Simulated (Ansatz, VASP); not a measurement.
**WAu: VASP beside Ansatz**

File POSCAR:

```
WAu
1.0
    0.0000000000      2.7479792600      2.7479792600
    2.7479792600      0.0000000000      2.7479792600
    2.7479792600      2.7479792600      0.0000000000
W Au
1 1
Direct
    0.0000000000      0.0000000000      0.0000000000
    0.7500000000      0.7500000000      0.7500000000
```

The input INCAR.step1:

```
  ALGO = Normal
  EDIFF = 1E-5
  ENCUT = 520
  GGA = PE
  ISIF = 2
  ISMEAR = -1
  LASPH = T
  LCHARG = F
  LREAL = F
  LWAVE = T
  NBANDS = 20
  NELM = 60
  PREC = Accurate
  SIGMA = 0.05
```

The input INCAR.step2:

```
  AEXX = 0.25
  ALGO = Normal
  EDIFF = 1E-6
  ENCUT = 520
  GGA = PS
  ISIF = 2
  ISMEAR = -1
  ISTART = 1
  LASPH = T
  LCHARG = F
  LHFCALC = T
  LREAL = F
  LWAVE = F
  NBANDS = 20
  NELM = 60
  PREC = Accurate
  PRECFOCK = Normal
  SIGMA = 0.05
```

The input KPOINTS:

```
k-points
0
Gamma
  4 4 4
```

Contents of input:

```
crystal:
  lattice:
    - [0.0, 2.74797926, 2.74797926]
    - [2.74797926, 0.0, 2.74797926]
    - [2.74797926, 2.74797926, 0.0]
  atoms:
    - { symbol: W, position: [0.0, 0.0, 0.0] }
    - { symbol: Au, position: [0.75, 0.75, 0.75] }
hamiltonian:
  xc: { exchange: pbesol, correlation: pbesol, exx: { coeff: 0.25 } }
  pseudopotentials: { kind: paw }
kpoints:
  mp_grid: { grid: [4, 4, 4] }
scf:
  occupations: { method: fermi_dirac, width: 0.05 }
output:
  forces: true
  stress: true
  eigenvalues: true
```

Alike in both runs: task single point; functional PBEsol-based global hybrid with a share of 0.25 of exact exchange; k mesh 4 × 4 × 4; occupations fermi-dirac, width 0.05 eV; no spin polarisation.

```csv
,VASP,Ansatz
version,VASP 6.6.1,Ansatz 0.2.0
potentials or method,"VASP PAW PBE potentials, release 64 (W_sv, Au)",Ansatz PAW
plane-wave cutoff (eV),520,420
valence electrons in the cell,25,33
```

VASP gave:

```
gap on the k mesh at the Fermi level (eV) : none
pressure (GPa)                            : 24.0
```

Q: Which values does Ansatz return?

A: gap on the k mesh at the Fermi level (eV): none; pressure (GPa): 23.5.

VASP's potentials were made for PBE, not for PBEsol-based global hybrid. A gap of «none» marks a metal or a gap that the smearing closes. With one functional, cell and mesh, what is left measures potentials, basis and numerics. VASP's potentials hold 25 valence electrons a cell and Ansatz's 33, so a difference there can come from the potentials and not from the codes.

The k mesh is coarse, so the values compare programs but aren't converged. Neither program's run includes spin-orbit coupling.
